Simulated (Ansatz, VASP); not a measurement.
# H: VASP beside Ansatz

File INCAR:

```
PREC = Accurate
ENCUT = 520
EDIFF = 1E-7
ISMEAR = 0
SIGMA = 0.05
LREAL = False
LASPH = True
NELM = 60
ALGO = Normal
ISIF = 2
LWAVE = False
LCHARG = False
GGA = PS
NBANDS = 6
```

File KPOINTS:

```
regular mesh
0
Gamma
  10 10 26
```

POSCAR

```
H
1.0
    2.7556242885      0.0000000000      0.0000000000
    0.0000000000      2.7556242885      0.0000000000
    0.0000000000      0.0000000000      0.9804929200
H
1
Direct
    0.0000000000      0.0000000000      0.5000000000
```

Input for Ansatz:

```yaml
crystal:
  lattice:
    - [2.7556242885, 0.0, 0.0]
    - [0.0, 2.7556242885, 0.0]
    - [0.0, 0.0, 0.98049292]
  atoms:
    - { symbol: H, position: [0.0, 0.0, 0.5] }
basis:
  ecutwfc: 420
kpoints:
  mp_grid: { grid: [10, 10, 26] }
hamiltonian:
  xc: pbesol
scf:
  occupations: { method: gaussian, width: 0.05 }
output:
  forces: true
  stress: true
  eigenvalues: true
```

Change from the starting cell: strain +0.040 along x and y, +0.000 along z, atoms carried along.

Alike in both runs: task single point; functional PBEsol; k mesh 10 × 10 × 26; occupations gaussian, width 0.05 eV; no spin polarisation.

```csv
,VASP,Ansatz
version,VASP 6.6.1,Ansatz 0.2.0
potentials or method,"VASP PAW PBE potentials, release 64 (H), cutoff 520 eV","scalar-relativistic, plane waves, PAW"
valence electrons in the cell,1,1
```

```csv
,VASP,Ansatz,Ansatz less VASP
pressure (GPa),1.2,1.4,+0.23
"traceless stress, the component that is largest in VASP (GPa)",0.96,0.93,-0.036
```

VASP's potentials were made for PBE, not for PBEsol. With one functional, cell and mesh, what is left measures potentials, basis and numerics.
